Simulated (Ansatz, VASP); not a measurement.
# ZnH2 in VASP and in Ansatz

```
Zn H
1.0
     3.03618    0.00000    0.00000
    -1.51809    2.62941    0.00000
     0.00000    0.00000    3.08741
Zn H
1 2
Cartesian
  0.0000 0.0000 1.5437
  0.0000 1.7529 0.0000
  1.5181 0.8765 1.5437
```

Change from the starting cell: ordered vacancies on the cation sites of nickel arsenide (P-6m2, No. 187).

Alike in both runs: task relaxation of cell and atoms; functional PBE; k mesh 18 × 18 × 16; occupations gaussian, width 0.1 eV; no spin polarisation.

|  | VASP | Ansatz |
| --- | --- | --- |
| version | VASP 6.6.1 | Ansatz 0.2.0 |
| potentials or method | VASP PAW PBE potentials, release 64 (Zn, H), cutoff 600 eV | scalar-relativistic, plane waves, PAW |
| valence electrons in the cell | 14 | 14 |

Ansatz gave:

```
gap on the k mesh at the Fermi level, each at its own relaxed structure (eV) : none
relaxed volume (Å³/atom)                                                     : 8.01
relaxed length of the cell vector where the two differ most in proportion (Å)              : 3.075
```

Estimate VASP's values.

gap on the k mesh at the Fermi level, each at its own relaxed structure (eV): none; relaxed volume (Å³/atom): 8.03; relaxed length of the cell vector where the two differ most in proportion (Å): 3.080.

A gap of «none» marks a metal or a gap that the smearing closes.
